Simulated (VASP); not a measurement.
Here is a VASP 6.6.1 calculation.

File INCAR:

```
PREC = Accurate
ENCUT = 520
EDIFF = 1E-6
ISMEAR = 0
SIGMA = 0.1
LREAL = F
LASPH = T
NELM = 100
ALGO = Normal
ISIF = 2
LWAVE = F
LCHARG = T
GGA = PE
LELF = T
LVHAR = T
NBANDS = 25
```

The input KPOINTS:

```
Automatic mesh
0
Gamma
  4 4 4
```

File POSCAR:

```
InBS3
1.0
    5.0514526769      0.0000000000      0.0000000000
    0.0000000000      5.0514526769      0.0000000000
    0.0000000000      0.0000000000      5.0232972201
In B S
1 1 3
Direct
    0.0000000000      0.0000000000      0.0000000000
    0.5000000000      0.5000000000      0.5000000000
    0.0000000000      0.0000000000      0.5000000000
    0.0000000000      0.5000000000      0.0000000000
    0.5000000000      0.0000000000      0.0000000000
```

Potentials or basis: VASP PAW PBE potentials, release 64 (In_d, B, S).

Run with:

```sh
$ cat potpaw_PBE.64/In_d/POTCAR potpaw_PBE.64/B/POTCAR potpaw_PBE.64/S/POTCAR > POTCAR
$ mpirun -np 1 vasp_std > vasp.out
```

Q: What does it give for the band gap on the k mesh?

A: Zero (band 17 reaches 2.43 eV, above the bottom of band 18 at 1.42 eV).

Q: Estimate the pressure.

A: -0.1 GPa.

Stress tensor (GPa, compression positive):
```
-0.19  0.00  0.00
 0.00 -0.19  0.00
 0.00  0.00  0.21
```

Caveat: spin-orbit coupling is left out, which moves the levels of the heavy elements.
